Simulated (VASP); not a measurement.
## Na: single point with LDA

Crystal: Na.

```
Na
1.0
    -2.02990    2.02990    2.02990
     2.02990   -2.02990    2.02990
     2.02990    2.02990   -2.02990
Na
1
Direct
  0.00000 0.00000 0.00000
```

| Item | Value |
| --- | --- |
| Program | VASP 6.6.1 |
| Task | single point |
| Functional | LDA |
| Potentials or basis | VASP PAW LDA potentials, release 64 (Na_pv) |
| Cutoff | 500 eV |
| k mesh | 12 × 12 × 12 |
| Occupations | fermi-dirac, width 0.1 eV |
| Spin | no spin polarisation |
| Dipole correction | no |
| Further INCAR settings | ALGO = Normal; EDIFF = 1e-06; NBANDS = 10 |

The pressure is -0.1 GPa.

Levels at points of the mesh, in eV from the Fermi level:
```csv
k point,band 1,band 2,band 3,band 4,band 5,band 6
"(0.00, 0.00, 0.00)",-24.84,-24.84,-24.84,-3.48,12.33,12.33
"(0.50, 0.00, 0.00)",-24.89,-24.86,-24.84,0.83,1.32,8.65
"(0.50, 0.50, 0.50)",-24.88,-24.88,-24.88,4.77,4.77,5.23
```

It took 22 s on 1 thread of Intel Xeon 8259CL (shared host), peak memory 0.14 GiB.
